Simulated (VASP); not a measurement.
# Cu (Fm-3m) in VASP: settings compared

Cu is run at these levels: BLYP+D3(BJ), PBE, LDA; tasks: single point.

All numbers are computed with VASP 6.6.1; they aren't measurements. Logs are shortened: lines on timing, memory, paths and dates and some standing lists are left out, and cuts for length are marked.

## Step 1: The cell of the first run

The structure is cubic, space group Fm-3m (No. 225). Conventional cell: a = 3.543 Å, b = 3.543 Å, c = 3.543 Å, α = 90.00°, β = 90.00°, γ = 90.00°. Within 3.3 Å of Cu (site symmetry m-3m) lie 12 Cu at 2.51 Å.

## Step 2: Single point, BLYP+D3(BJ)

INCAR

```
PREC = Accurate ; ENCUT = 600
EDIFF = 1E-6 ; ISMEAR = -1
SIGMA = 0.05 ; LREAL = F
LASPH = T ; NELM = 120
ALGO = Normal ; ISIF = 2
LWAVE = F ; LCHARG = F
GGA = B5 ; ALDAX = 1.0
AGGAX = 1.0 ; AGGAC = 1.0
ALDAC = 0.0 ; IVDW = 12
VDW_S6 = 1.0 ; VDW_S8 = 2.6996
VDW_A1 = 0.4298 ; VDW_A2 = 4.2359
NBANDS = 12 ; GGA_COMPAT = F
```

KPOINTS

```
Automatic mesh
0
Gamma
  13 13 13
```

POSCAR

```
Cu
1.0
    0.0000000000      1.7713084376      1.7713084376
    1.7713084376      0.0000000000      1.7713084376
    1.7713084376      1.7713084376      0.0000000000
Cu
1
Direct
    0.0000000000      0.0000000000      0.0000000000
```

Potentials or basis: VASP PAW PBE potentials, release 64 (Cu).

On the command line:

```
cat potpaw_PBE.64/Cu/POTCAR > POTCAR
mpirun -np 1 vasp_std > vasp.out
```

OUTCAR:

```text
PREC = Accurate
   ENCUT = 600
   EDIFF = 1E-6
   ISMEAR = -1
   LREAL = F
   LASPH = T
   NELM = 120
   ISIF = 2
   GGA = B5
   IVDW = 12
 IVDW          = 12

 ion  position               nearest neighbor table
   1  0.000  0.000  0.000-

  LATTYP: Found a face centered cubic cell.
 ALAT       =     3.5426168752

  Lattice vectors:

 A1 = (   0.0000000000,   1.7713084376,   1.7713084376)
 A2 = (   1.7713084376,   0.0000000000,   1.7713084376)
 A3 = (   1.7713084376,   1.7713084376,   0.0000000000)

Analysis of symmetry for initial positions (statically):
=====================================================================
 Subroutine PRICEL returns:
 Original cell was already a primitive cell.

 Routine SETGRP: Setting up the symmetry group for a
 face centered cubic supercell.

 Subroutine GETGRP returns: Found 48 space group operations
 (whereof 48 operations were pure point group operations)
 out of a pool of 48 trial point group operations.

The static configuration has the point symmetry O_h .

Analysis of symmetry for dynamics (positions and initial velocities):
=====================================================================
 Subroutine PRICEL returns:
 Original cell was already a primitive cell.

 Routine SETGRP: Setting up the symmetry group for a
 face centered cubic supercell.

 Subroutine GETGRP returns: Found 48 space group operations
 (whereof 48 operations were pure point group operations)
 out of a pool of 48 trial point group operations.

The dynamic configuration has the point symmetry O_h .

 Subroutine INISYM returns: Found 48 space group operations
 (whereof 48 operations are pure point group operations),
 and found     1 'primitive' translations

----------------------------------------------------------------------------------------

                                     Primitive cell

  volume of cell :      11.1151

  direct lattice vectors                    reciprocal lattice vectors
     0.000000000  1.771308438  1.771308438    -0.282277208  0.282277208  0.282277208
     1.771308438  0.000000000  1.771308438     0.282277208 -0.282277208  0.282277208
     1.771308438  1.771308438  0.000000000     0.282277208  0.282277208 -0.282277208

  length of vectors
     2.505008416  2.505008416  2.505008416     0.488918466  0.488918466  0.488918466

  position of ions in fractional coordinates (direct lattice)
     0.000000000  0.000000000  0.000000000

  ion indices of the primitive-cell ions
   primitive index   ion index
                 1           1

----------------------------------------------------------------------------------------

 KPOINTS: Automatic mesh

Automatic generation of k-mesh.
 Grid dimensions read from file:
 generate k-points for:   13   13   13

 Generating k-lattice:

  Cartesian coordinates                     Fractional coordinates (reciprocal lattice)
    -0.021713631  0.021713631  0.021713631     0.076923077  0.000000000  0.000000000
     0.021713631 -0.021713631  0.021713631     0.000000000  0.076923077  0.000000000
     0.021713631  0.021713631 -0.021713631     0.000000000  0.000000000  0.076923077

  Length of vectors
     0.037609113  0.037609113  0.037609113

  Shift w.r.t. Gamma in fractional coordinates (k-lattice)
     0.000000000  0.000000000  0.000000000

 Subroutine IBZKPT returns following result:
 ===========================================

 Found     84 irreducible k-points:

 Following reciprocal coordinates:
            Coordinates               Weight
  0.000000  0.000000  0.000000      1.000000
  0.076923  0.000000  0.000000      8.000000
  0.153846  0.000000  0.000000      8.000000
  0.230769  0.000000  0.000000      8.000000
  0.307692  0.000000  0.000000      8.000000
  0.384615  0.000000  0.000000      8.000000
[... 16 lines left out ...]
  0.384615  0.153846  0.000000     24.000000
  0.461538  0.153846  0.000000     24.000000
 [... further k-points ...]
   k-points           NKPTS =     84   k-points in BZ     NKDIM =     84   number of bands    NBANDS=     12
   number of dos      NEDOS =    301   number of ions     NIONS =      1
   total plane-waves  NPLWV =   8000
   dimension x,y,z NGX =    20 NGY =   20 NGZ =   20
   dimension x,y,z NGXF=    40 NGYF=   40 NGZF=   40
   ions per type =               1
   NGX,Y,Z   is equivalent  to a cutoff of  13.27, 13.27, 13.27 a.u.
   NGXF,Y,Z  is equivalent  to a cutoff of  26.55, 26.55, 26.55 a.u.
 SYSTEM =  unknown system
   PREC   = accura    normal or accurate (medium, high low for compatibility)
   ISTART =      0    job   : 0-new  1-cont  2-samecut
   ICHARG =      2    charge: 1-file 2-atom 10-const
   ISPIN  =      1    spin polarized calculation?
   LNONCOLLINEAR =      F non collinear calculations
   LSORBIT =      F    spin-orbit coupling
   LASPH  =      T    aspherical Exc in radial PAW
   ENCUT  =  600.0 eV  44.10 Ry    6.64 a.u.   5.00  5.00  5.00*2*pi/ulx,y,z
   NELM   =    120;   NELMIN=  2; NELMDL= -5     # of ELM steps
   EDIFF  = 0.1E-05   stopping-criterion for ELM
   LREAL  =      F    real-space projection
   EDIFFG = 0.1E-04   stopping-criterion for IOM
   NSW    =      0    number of steps for IOM
   IBRION =     -1    ionic relax: 0-MD 1-quasi-New 2-CG
   NFREE  =      0    steps in history (QN), initial steepest desc. (CG)
   ISIF   =      2    stress and relaxation
   ISYM   =      2    0-nonsym 1-usesym 2-fastsym
   POTIM  = 0.5000    time-step for ionic-motion
   TEBEG  =    0.0;   TEEND  =   0.0 temperature during run
   PSTRESS=    0.0 pullay stress
   NELECT =      11.0000    total number of electrons
   NUPDOWN=      -1.0000    fix difference up-down
   EMIN   =  10.00;   EMAX   =-10.00  energy-range for DOS
   EFERMI =   0.00;   METHOD = LEGACY
   ISMEAR =    -1;   SIGMA  =   0.05  broadening in eV -4-tet -1-fermi 0-gaus
   EFERMI_NEDOS =   21; number of points for ismear=-14 and -15
   IALGO  =     38    algorithm
   IMIX   =      4    mixing-type and parameters
     AMIX     =   0.40;   BMIX     =  1.00
     AMIX_MAG =   1.60;   BMIX_MAG =  1.00
  volume/ion in A,a.u.               =      11.12        75.01
  Fermi-wavevector in a.u.,A,eV,Ry     =   1.631429  3.082954 36.212734  2.661561
  Thomas-Fermi vector in A             =   2.723567
   LORBIT       =      0    0 simple, 1 ext, 2 COOP (PROOUT), +10 PAW based schemes
   GGA     = B5    functional components
   LHFCALC =     F    Hartree Fock is set to
   AEXX    =    0.0000 exact exchange contribution
   IVDW    =    12    specifies the selected vdW correction
   LEPSILON=     F    determine dielectric tensor
   LRPA    =     F    only Hartree local field effects (RPA)
 non-spin polarized calculation
  energy-cutoff  :      600.00
  volume of cell :       11.12
 maximum number of plane-waves:       381
   NGX =  9   NGY =  9   NGZ =  9

 number of electron      11.0000010 magnetization

 Free energy of the ion-electron system (eV)
  ---------------------------------------------------
  ext. energy  EPLUGINS =         0.00000000
  ---------------------------------------------------
  free energy    TOTEN  =        -2.88442015 eV

  energy without entropy =       -2.88186838  energy(sigma->0) =       -2.88314427

 E-fermi :   9.0804     XC(G=0): -12.5075

 val. band max:        8.8700376437   @ k =   0.4615   0.2308   0.0000
 cond. band min:       9.0859565922   @ k =   0.4615   0.3077   0.0000
 fundamental gap:      0.2159189485
 Fermi energy:         9.0803845299

 k-point     1 :       0.0000    0.0000    0.0000
  band No.  band energies     occupation
      1      -0.8686      2.00000
      2       5.5362      2.00000
      3       5.5362      2.00000
      4       5.5362      2.00000
      5       6.4327      2.00000
      6       6.4327      2.00000
      7      32.2741      0.00000
      8      35.0356      0.00000
      9      35.0356      0.00000
     10      35.0356      0.00000
     11      37.7179      0.00000
     12      37.7179      0.00000

 k-point     2 :       0.0769    0.0000    0.0000
  band No.  band energies     occupation
      1      -0.6436      2.00000
      2       5.4878      2.00000
      3       5.5799      2.00000
      4       5.5799      2.00000
      5       6.4160      2.00000
      6       6.4160      2.00000
      7      30.8599      0.00000
      8      33.2809      0.00000
      9      34.4289      0.00000
     10      34.4289      0.00000
     11      38.6276      0.00000
     12      38.6276      0.00000

 k-point     3 :       0.1538    0.0000    0.0000
  band No.  band energies     occupation
      1       0.0146      2.00000
      2       5.3713      2.00000
      3       5.6742      2.00000
      4       5.6742      2.00000
      5       6.4010      2.00000
      6       6.4010      2.00000
      7      26.9216      0.00000
      8      32.8525      0.00000
      9      33.4998      0.00000
     10      33.4998      0.00000
     11      39.6653      0.00000
     12      40.0460      0.00000

 k-point     4 :       0.2308    0.0000    0.0000
  band No.  band energies     occupation
      1       1.0371      2.00000
      2       5.2798      2.00000
      3       5.7134      2.00000
      4       5.7135      2.00000
      5       6.4840      2.00000
      6       6.4840      2.00000
      7      22.8745      0.00000
      8      32.3975      0.00000
      9      32.7391      0.00000
     10      32.7391      0.00000
     11      38.9185      0.00000
     12      38.9185      0.00000

 k-point     5 :       0.3077    0.0000    0.0000
  band No.  band energies     occupation
      1       2.2167      2.00000
      2       5.4313      2.00000
      3       5.6523      2.00000
      4       5.6523      2.00000
      5       6.6895      2.00000
      6       6.6895      2.00000
      7      19.0971      0.00000
      8      31.7643      0.00000
      9      32.2045      0.00000
     10      32.2045      0.00000
     11      37.1361      0.00000
     12      37.1361      0.00000
[... 228 lines left out ...]
      1       1.0569      2.00000
      2       5.0378      2.00000
      3       5.8399      2.00000
      4       5.9532      2.00000
      5       6.1974      2.00000
      6       6.6421      2.00000
      7      26.1059      0.00000
      8      28.6833      0.00000
      9      30.2154      0.00000
     10      32.0225      0.00000
     11      34.7795      0.00000
     12      42.4150      0.00000

 k-point    22 :       0.3077    0.1538    0.0000
  band No.  band energies     occupation
      1       2.0973      2.00000
      2       4.9318      2.00000
      3       5.6503      2.00000
      4       5.9808      2.00000
      5       6.6134      2.00000
      6       6.7992      2.00000
      7      22.1655      0.00000
      8      27.8969      0.00000
      9      29.3700      0.00000
     10      30.9999      0.00000
     11      36.5584      0.00000
     12      41.6564      0.00000

 k-point    23 :       0.3846    0.1538    0.0000
  band No.  band energies     occupation
      1       3.1282      2.00000
      2       5.0039      2.00000
      3       5.4841      2.00000
      4       5.9193      2.00000
      5       6.9814      2.00000
      6       7.3252      2.00000
      7      18.5011      0.00000
      8      27.5758      0.00000
      9      27.9288      0.00000
     10      30.3191      0.00000
     11      39.4992      0.00000
     12      40.9573      0.00000

 k-point    24 :       0.4615    0.1538    0.0000
  band No.  band energies     occupation
      1       3.6803      2.00000
      2       5.1785      2.00000
      3       5.5833      2.00000
      4       5.8362      2.00000
      5       7.0845      2.00000
      6       8.5273      1.99997
      7      15.2833      0.00000
      8      26.4703      0.00000
      9      27.7606      0.00000
     10      30.1488      0.00000
     11      40.1476      0.00000
     12      40.3061      0.00000

 [... further k-points ...]

------------------------ aborting loop because EDIFF is reached ----------------------------------------

 Edisp (eV)   -1.40535

 E8    (eV) :    -1.0252

  FORCE on cell =-STRESS in cart. coord.  units (eV):
  Direction    XX          YY          ZZ          XY          YZ          ZX
  --------------------------------------------------------------------------------------
  -------------------------------------------------------------------------------------
  Total       0.04890     0.04890     0.04890     0.00000     0.00000     0.00000
  in kB       7.04836     7.04836     7.04836     0.00000     0.00000     0.00000
  external pressure =        7.05 kB  Pullay stress =        0.00 kB

 VOLUME and BASIS-vectors are now :
 -----------------------------------------------------------------------------
  energy-cutoff  :      600.00
  volume of cell :       11.12
      direct lattice vectors                 reciprocal lattice vectors
     0.000000000  1.771308438  1.771308438    -0.282277208  0.282277208  0.282277208
     1.771308438  0.000000000  1.771308438     0.282277208 -0.282277208  0.282277208
     1.771308438  1.771308438  0.000000000     0.282277208  0.282277208 -0.282277208

 POSITION                                       TOTAL-FORCE (eV/Angst)
 -----------------------------------------------------------------------------------
      0.00000      0.00000      0.00000        -0.000000      0.000000     -0.000000
 -----------------------------------------------------------------------------------
    total drift:                                0.000000      0.000000     -0.000000

  FREE ENERGIE OF THE ION-ELECTRON SYSTEM (eV)
  ---------------------------------------------------
  free  energy   TOTEN  =        -4.2897668212 eV

  energy  without entropy=       -4.2872150488  energy(sigma->0) =       -4.28849093
```

It took 26 s on 1 thread of Intel Xeon 8259CL, shared host; peak memory 0.14 GiB.

Results:

```
Free energy                : -4.2898 eV
Pressure                   : 0.7 GPa
Dispersion energy per atom : -1.405 eV
```

Caveat: the PAW data sets were made with another functional, which shifts forces and pressure a little; pairwise dispersion overbinds metals, which lowers pressure and volume.

## Step 3: Single point, PBE

This run uses another cell than the first one, of 11.81 Å³/atom, 1.063 times its volume.

INCAR

```
ALGO = Normal
EDIFF = 1E-6
ENCUT = 600
GGA = PE
GGA_COMPAT = False
ISIF = 2
ISMEAR = 0
LASPH = True
LCHARG = False
LREAL = False
LWAVE = False
NBANDS = 12
NELM = 120
PREC = Accurate
SIGMA = 0.012
```

KPOINTS

```
k-points
0
Gamma
  13 13 13
```

POSCAR

```
Cu
1.0
    0.0000000000      1.8075000000      1.8075000000
    1.8075000000      0.0000000000      1.8075000000
    1.8075000000      1.8075000000      0.0000000000
Cu
1
Direct
    0.0000000000      0.0000000000      0.0000000000
```

Potentials or basis: VASP PAW PBE potentials, release 64 (Cu).

On the command line:

```
cat potpaw_PBE.64/Cu/POTCAR > POTCAR
mpirun -np 1 vasp_std > vasp.out
```

It took 21 s on 1 thread of Intel Xeon 8259CL, shared host; peak memory 0.13 GiB.

It converged, with:

```
Free energy : -3.7269 eV
Pressure    : 2.3 GPa
```

Levels at points of the mesh, in eV from the Fermi level:
```csv
k point,band 3,band 4,band 5,band 6,band 7,band 8,band 9,band 10
"(0.00, 0.00, 0.00)",-3.24,-3.24,-2.42,-2.42,22.39,25.03,25.03,25.03
```

[end of part 1 of 2]
